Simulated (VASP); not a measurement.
The system is Si2W.

```
CELL_PARAMETERS angstrom
4.61685 0.00000 0.00000
-2.30843 3.99831 0.00000
0.00000 0.00000 6.65322
ATOMIC_POSITIONS crystal
W 0.50000 0.00000 0.50000
W 0.50000 0.50000 0.83333
W 0.00000 0.50000 0.16667
Si 0.32725 0.16363 0.16667
Si 0.83637 0.16363 0.83333
Si 0.16363 0.32725 0.50000
Si 0.67275 0.83637 0.16667
Si 0.16363 0.83637 0.83333
Si 0.83637 0.67275 0.50000
```

Base run:

| Quantity | Value |
| --- | --- |
| Program | VASP 6.6.1 |
| Functional | PBE |
| Potentials or basis | VASP PAW PBE potentials, release 64 (W_sv, Si) |
| Cutoff | 520 eV |
| k mesh | 7 × 7 × 4 |
| Occupations | gaussian, width 0.014 eV |
| Spin | no spin polarisation |

Its results: band gap on the k mesh 0.22 eV (least direct gap 0.68 eV); pressure -0.4 GPa.

The run is repeated on the same cell with these changes: functional from PBE to r2SCAN; occupations from gaussian, width 0.014 eV to fermi-dirac, width 0.05 eV. What comes out?

Band gap on the k mesh 0.34 eV (least direct gap 0.85 eV); pressure -4.9 GPa.

Caveats: spin-orbit coupling is left out, which moves the levels of the heavy elements; the cell stands under tension (at least some runs); the PAW data sets were made with another functional, which shifts forces and pressure a little (at least some runs).

A k mesh can miss the band edges.
